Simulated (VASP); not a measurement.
Here is a VASP 6.6.1 calculation.

INCAR

```
SYSTEM = SnSe2
PREC = Accurate
ENCUT = 520
EDIFF = 1E-6
ISMEAR = 0
SIGMA = 0.05
LREAL = .FALSE.
LASPH = .TRUE.
NELM = 60
ALGO = Normal
ISIF = 2
LWAVE = .FALSE.
LCHARG = .TRUE.
LDIPOL = .TRUE.
IDIPOL = 3
DIPOL = 0.5 0.5 0.500
GGA = PE
IVDW = 12
LELF = .TRUE.
LVHAR = .TRUE.
LVACPOTAV = .TRUE.
NBANDS = 20
```

Contents of KPOINTS:

```
regular mesh
0
G
  12 12 1
  0 0 0
```

Contents of POSCAR:

```
SnSe2
1.0
    3.8109987800      0.0000000000      0.0000000000
   -1.9054993900      3.3004217600      0.0000000000
    0.0000000000      0.0000000000     23.0685001926
Se Sn
2 1
Direct
    0.6666666700      0.3333333300      0.4334915541
    0.3333333300      0.6666666700      0.5665084459
    0.0000000000      0.0000000000      0.5000000000
```

Potentials or basis: VASP PAW PBE potentials, release 64 (Se, Sn_d).

Command:

```sh
$ cat potpaw_PBE.64/Se/POTCAR potpaw_PBE.64/Sn_d/POTCAR > POTCAR
$ mpirun -np 1 vasp_std > vasp.out
```

**Question.** Estimate the largest force.

**Answer.** 0.737 eV/Å.

**Question.** What does it give for the dispersion energy per atom?

**Answer.** -0.258 eV.

**Question.** Predict the band gap on the k mesh.

**Answer.** 0.95 eV, indirect (least direct gap 1.25 eV).

Forces in eV/Å, atoms in the order of the input:
```
Se   0.000  0.000 -0.737
Se   0.000  0.000  0.737
Sn   0.000  0.000  0.000
```

Caveat: spin-orbit coupling is left out, which moves the levels of the heavy elements.
